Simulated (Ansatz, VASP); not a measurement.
**One calculation of Ge, two programs**

File POSCAR:

```
Ge
1.0
    2.6735384992      0.0000000000      0.0000000000
    0.0000000000      2.6735384992      0.0000000000
    0.0000000000      0.0000000000      2.6735384992
Ge
1
Direct
    0.5000000000      0.5000000000      0.5000000000
```

File INCAR.step1:

```
  PREC = Accurate
  ENCUT = 600
  ISMEAR = 0
  SIGMA = 0.1
  LREAL = F
  LASPH = T
  NELM = 100
  GGA = PE
  ALGO = Normal
  EDIFF = 1E-4
  LWAVE = T
  LCHARG = F
```

Contents of INCAR.step2:

```
  PREC = Accurate
  ENCUT = 600
  EDIFF = 1E-6
  ISMEAR = 0
  SIGMA = 0.1
  LREAL = F
  LASPH = T
  NELM = 100
  ALGO = Normal
  ISIF = 3
  LWAVE = F
  LCHARG = F
  METAGGA = R2SCAN
  LMIXTAU = T
  IBRION = 2
  NSW = 100
  EDIFFG = -0.01
  ISTART = 1
```

Contents of KPOINTS:

```
Automatic mesh
0
Gamma
  20 20 20
```

Input for Ansatz:

```yaml
crystal:
  lattice:
    - [2.6735384992, 0.0, 0.0]
    - [0.0, 2.6735384992, 0.0]
    - [0.0, 0.0, 2.6735384992]
  atoms:
    - { symbol: Ge, position: [0.5, 0.5, 0.5] }
basis:
  ecutwfc: 500
kpoints:
  mp_grid: { grid: [20, 20, 20] }
hamiltonian:
  xc: r2scan
scf:
  occupations: { method: gaussian, width: 0.1 }
output:
  forces: true
  stress: true
  eigenvalues: true
relax:
  adjacent_minimum: "off"
  f_tol: 0.01
  max_steps: 80
  cell: { stress_tol: 0.05 }
```

Alike in both runs: task relaxation of cell and atoms; functional r2SCAN; k mesh 20 × 20 × 20; occupations gaussian, width 0.1 eV; no spin polarisation.

```csv
,VASP,Ansatz
version,VASP 6.6.1,Ansatz 0.2.0
potentials or method,"VASP PAW PBE potentials, release 64 (Ge_d), cutoff 600 eV","scalar-relativistic, plane waves, PAW"
valence electrons in the cell,14,14
```

|  | VASP | Ansatz | Ansatz less VASP |
| --- | --- | --- | --- |
| gap on the k mesh at the Fermi level, each at its own relaxed structure (eV) | none | none | - |
| relaxed volume (Å³/atom) | 19.19 | 19.24 | +0.049 |
| relaxed length of the cell vector where the two differ most in proportion (Å) | 2.677 | 2.680 | +0.0023 |

VASP's potentials were made for PBE, not for r2SCAN. A gap of «none» marks a metal or a gap that the smearing closes.
